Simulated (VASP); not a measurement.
**CuSi16 (a cell with a defect): single point with PBE**

CuSi16 (a cell with a defect):

```xyz
17
Lattice="0.0000 5.4300 5.4300 5.4300 0.0000 5.4300 5.4300 5.4300 0.0000" Properties=species:S:1:pos:R:3 pbc="T T T"
Si   -0.0039    0.0108   -0.0040
Si    1.3593    1.3495    1.3593
Si    2.7004    2.7211    0.0067
Si    4.0401    4.1037    1.3871
Si    2.7094   -0.0081    2.7094
Si    4.0610    1.3459    4.0610
Si    5.4219    2.7145    2.7250
Si    6.7871    4.0731    4.0666
Si    0.0068    2.7211    2.7003
Si    1.3872    4.1037    4.0400
Si    2.7250    5.4570    2.7249
Si    4.0664    6.7847    4.0663
Si    2.7251    2.7145    5.4218
Si    4.0667    4.0731    6.7871
Si    5.4327    5.4179    5.4326
Si    6.8070    6.7686    6.8070
Cu    5.4469    8.1858    5.4467
```

```
Program             : VASP 6.6.1
Task                : single point
Functional          : PBE
Potentials or basis : VASP PAW PBE potentials, release 64 (Si, Cu)
Cutoff              : 520 eV
k mesh              : 2 × 2 × 2
Occupations         : fermi-dirac, width 0.05 eV
Spin                : collinear spin
Starting moments    : [0.0, 0.0, 0.0, 0.0, 0.0, 0.0, 0.0, 0.0, 0.0, 0.0, 0.0, 0.0, 0.0, 0.0, 0.0, 0.0, 1.0] μB
```

The pressure is 4.3 GPa. The largest force is 0.015 eV/Å and the net moment is 0.00 μB per cell. The valence electrons inside the program's atomic spheres are Si 1.68, 1.70, 1.69, 1.72 (each value once); Cu 10.09.

Forces on the atoms (eV/Å):
```
Si   0.000  0.003  0.000
Si   0.003  0.002  0.003
Si  -0.004 -0.001 -0.001
Si  -0.008  0.011  0.007
Si  -0.001 -0.002 -0.001
Si  -0.005 -0.004 -0.005
Si   0.000  0.000  0.004
Si   0.004  0.003 -0.001
Si  -0.001 -0.001 -0.003
Si   0.007  0.011 -0.008
Si  -0.001 -0.004 -0.001
Si  -0.003 -0.006 -0.003
Si   0.004  0.000  0.000
Si  -0.001  0.003  0.004
Si  -0.001 -0.004 -0.001
Si   0.006 -0.011  0.006
Cu   0.001 -0.001  0.000
```

Stress tensor (GPa, compression positive):
```
 4.27 -0.03 -0.06
-0.03  4.28 -0.03
-0.06 -0.03  4.27
```

Levels at points of the mesh, in eV from the Fermi level:
Spin up:
```
           k point  band 33  band 34  band 35  band 36  band 37  band 38  band 39  band 40  band 41  band 42
(0.00, 0.00, 0.00)    -1.32    -1.32    -1.13    -0.64    -0.62    -0.61     0.06     0.06     0.09     0.10
(0.50, 0.00, 0.00)    -2.47    -1.41    -1.41    -1.20    -1.19     0.00     0.60     0.84     0.84     0.88
(0.00, 0.50, 0.00)    -2.47    -1.41    -1.41    -1.19    -1.19     0.00     0.59     0.83     0.83     0.89
(0.00, 0.00, 0.50)    -2.47    -1.41    -1.41    -1.20    -1.19     0.00     0.60     0.84     0.84     0.88
(0.50, 0.50, 0.50)    -2.48    -1.41    -1.41    -1.18    -1.18     0.01     0.58     0.83     0.83     0.91
(0.50, 0.50, 0.00)    -2.35    -2.00    -1.99    -1.96    -1.40     0.14     0.56     1.53     1.55     1.57
(0.00, 0.50, 0.50)    -2.35    -2.00    -1.99    -1.96    -1.40     0.14     0.56     1.53     1.55     1.57
(0.50, 0.00, 0.50)    -2.35    -2.00    -1.98    -1.96    -1.40     0.14     0.56     1.53     1.56     1.57
```
Spin down:
| k point | band 34 | band 35 | band 36 | band 37 | band 38 | band 39 | band 40 | band 41 |
| --- | --- | --- | --- | --- | --- | --- | --- | --- |
| (0.00, 0.00, 0.00) | -1.32 | -1.13 | -0.64 | -0.62 | -0.61 | 0.06 | 0.06 | 0.09 |
| (0.50, 0.00, 0.00) | -1.41 | -1.41 | -1.20 | -1.19 | 0.00 | 0.60 | 0.84 | 0.84 |
| (0.00, 0.50, 0.00) | -1.41 | -1.41 | -1.19 | -1.19 | 0.00 | 0.59 | 0.83 | 0.83 |
| (0.00, 0.00, 0.50) | -1.41 | -1.41 | -1.20 | -1.19 | 0.00 | 0.60 | 0.84 | 0.84 |
| (0.50, 0.50, 0.50) | -1.41 | -1.41 | -1.18 | -1.18 | 0.01 | 0.58 | 0.83 | 0.83 |
| (0.50, 0.50, 0.00) | -2.00 | -1.99 | -1.96 | -1.40 | 0.14 | 0.56 | 1.53 | 1.55 |
| (0.00, 0.50, 0.50) | -2.00 | -1.99 | -1.96 | -1.40 | 0.14 | 0.56 | 1.53 | 1.55 |
| (0.50, 0.00, 0.50) | -2.00 | -1.98 | -1.96 | -1.40 | 0.14 | 0.56 | 1.53 | 1.56 |

Wall time 14 min on 1 thread of Intel(R) Xeon(R) Platinum 8488C (Sapphire Rapids), with other jobs on the host, peak memory 0.73 GiB.

Caveat: the k points lie up to 0.50 Å⁻¹ apart.
